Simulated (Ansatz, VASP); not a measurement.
One calculation of Na, two programs

```
Na
1.0
     3.50702    0.00000    0.00000
     0.00000    3.50702    0.00000
     0.00000    0.00000    3.50702
Na
1
Direct
  0.00000 0.00000 0.00000
```

Alike in both runs: task single point; functional r2SCAN; k mesh 10 × 10 × 10; occupations fermi-dirac, width 0.1 eV; no spin polarisation.

|  | VASP | Ansatz |
| --- | --- | --- |
| version | VASP 6.6.1 | Ansatz 0.2.0 |
| potentials or method | VASP PAW PBE potentials, release 64 (Na_pv), cutoff 520 eV | plane waves (500 eV) with PAW, scalar-relativistic |
| valence electrons in the cell | 7 | 9 |

|  | VASP | Ansatz | Ansatz less VASP |
| --- | --- | --- | --- |
| pressure (GPa) | -0.5 | -0.4 | +0.03 |

VASP's potentials were made for PBE, not for r2SCAN. VASP's potentials hold 7 valence electrons a cell and Ansatz's 9, so a difference there can come from the potentials and not from the codes.
